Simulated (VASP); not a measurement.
A run of VASP 6.6.1 is set up as follows.

Contents of INCAR:

```
SYSTEM = PrBe3Si
ALGO = Normal
EDIFF = 1E-7
EDIFFG = -0.08
ENCUT = 600
GGA = PE
GGA_COMPAT = .False.
IBRION = 2
ISIF = 3
ISMEAR = 0
LASPH = .True.
LCHARG = .False.
LMAXMIX = 6
LREAL = .False.
LWAVE = .False.
NELM = 200
NELMIN = 4
NSW = 36
PREC = Accurate
SIGMA = 0.2
```

KPOINTS

```
k-points
0
Gamma
  4 4 4
  0 0 0
```

Contents of POSCAR:

```
PrBe3Si
1.0
    0.0000000000      4.0066129200      4.0066129200
    4.0066129200      0.0000000000      4.0066129200
    4.0066129200      4.0066129200      0.0000000000
Pr Be Si
2 6 2
Direct
    0.7500000000      0.7500000000      0.7500000000
    0.2500000000      0.2500000000      0.2500000000
    0.2842977200      0.7157022800      0.7157022800
    0.7157022800      0.2842977200      0.2842977200
    0.7157022800      0.2842977200      0.7157022800
    0.2842977200      0.7157022800      0.2842977200
    0.7157022800      0.7157022800      0.2842977200
    0.2842977200      0.2842977200      0.7157022800
    0.0000000000      0.0000000000      0.0000000000
    0.5000000000      0.5000000000      0.5000000000
```

Potentials or basis: VASP PAW PBE potentials, release 64 (Pr_3, Be, Si), 4f in core.

Run with:

```console
$ cat potpaw_PBE.64/Pr_3/POTCAR potpaw_PBE.64/Be/POTCAR potpaw_PBE.64/Si/POTCAR > POTCAR
$ mpirun -np 1 vasp_std > vasp.out
```

Q: Estimate the relaxed cell.

A: a = 6.066 Å, b = 6.066 Å, c = 6.066 Å, α = 60.00°, β = 60.00°, γ = 60.00°.

Q: What does it give for the band gap on the k mesh?

A: Zero (bands 21 and 22 overlap by 0.20 eV).

Q: Estimate the relaxed volume.

A: 15.78 Å³/atom.

Q: Predict the space group after relaxing (to 0.1 Å).

A: Pm-3m (No. 221).

Step by step:
```csv
step,energy change (eV),largest force (eV/Å),pressure (GPa),volume (Å³)
1,0.0000,5.4874,34.10,128.64
2,-5.0711,0.0401,-8.55,186.63
3,-5.6874,0.6186,-2.63,166.51
4,-5.6862,0.6591,-2.27,165.69
5,-5.8368,0.4803,-0.61,160.77
6,-5.8954,0.2450,1.64,155.43
7,-5.9310,0.0408,0.40,157.82
```

Caveat: the volume moved by over 15 % at a fixed basis, so the end points are rough; spin-orbit coupling is left out, which moves the levels of the heavy elements; the 4f electrons are frozen in the core, so they carry no moment and show no levels; the relaxation stopped at a loose force limit of 0.08 eV/Å, so its end isn't a converged minimum. Spin polarisation is off, so any magnetic state and its effect on volume and gap are missing.
